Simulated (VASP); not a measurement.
## P: single point with PBEsol+D3(BJ)

The system is P.

```
CELL_PARAMETERS angstrom
4.20397 0.00000 0.00000
0.00000 4.20397 0.00000
0.00000 0.00000 4.52274
ATOMIC_POSITIONS crystal
P 0.00000 0.00000 0.00000
```

This cell differs from its parent crystal: ratio of the length along z to the lengths across it x 1.05, volume and fractional coordinates fixed.

```
Program             : VASP 6.6.1
Task                : single point
Functional          : PBEsol
Dispersion          : D3(BJ)
Potentials or basis : VASP PAW PBE potentials, release 64 (P)
Cutoff              : 520 eV
k mesh              : 12 × 12 × 12
Occupations         : gaussian, width 0.15 eV
Spin                : no spin polarisation
```

```json
{
  "Pressure": "-4.1 GPa",
  "Band gap on the k mesh": "zero (an odd number of electrons rules out a gap without spin polarisation)",
  "Dispersion energy per atom": "-0.081 eV"
}
```

Stress tensor (GPa, compression positive):
```
-4.48  0.00  0.00
 0.00 -4.48  0.00
 0.00  0.00 -3.22
```

Levels at points of the mesh, in eV from the Fermi level:
| k point | band 1 | band 2 | band 3 | band 4 | band 5 | band 6 |
| --- | --- | --- | --- | --- | --- | --- |
| (0.00, 0.00, 0.00) | -8.74 | 0.31 | 0.63 | 0.63 | 4.63 | 7.37 |
| (0.50, 0.00, 0.00) | -8.54 | -0.87 | 0.49 | 0.79 | 6.54 | 7.60 |
| (0.50, 0.50, 0.00) | -8.36 | -0.55 | -0.55 | 0.65 | 5.88 | 8.15 |
| (0.00, 0.00, 0.50) | -8.63 | -0.73 | 0.72 | 0.72 | 6.44 | 7.36 |
| (0.50, 0.00, 0.50) | -8.45 | -0.66 | -0.40 | 0.87 | 5.84 | 8.13 |
| (0.50, 0.50, 0.50) | -8.27 | -0.38 | -0.38 | -0.13 | 6.75 | 7.04 |

It took 100 s on 1 thread of Intel Xeon 8259CL, with other jobs on the host, peak memory 0.26 GiB.

Caveat: the cell stands under tension; the atoms stand far beyond bonding distance, and open shells without spin polarisation read as a metal; the PAW data sets were made with another functional, which shifts forces and pressure a little.
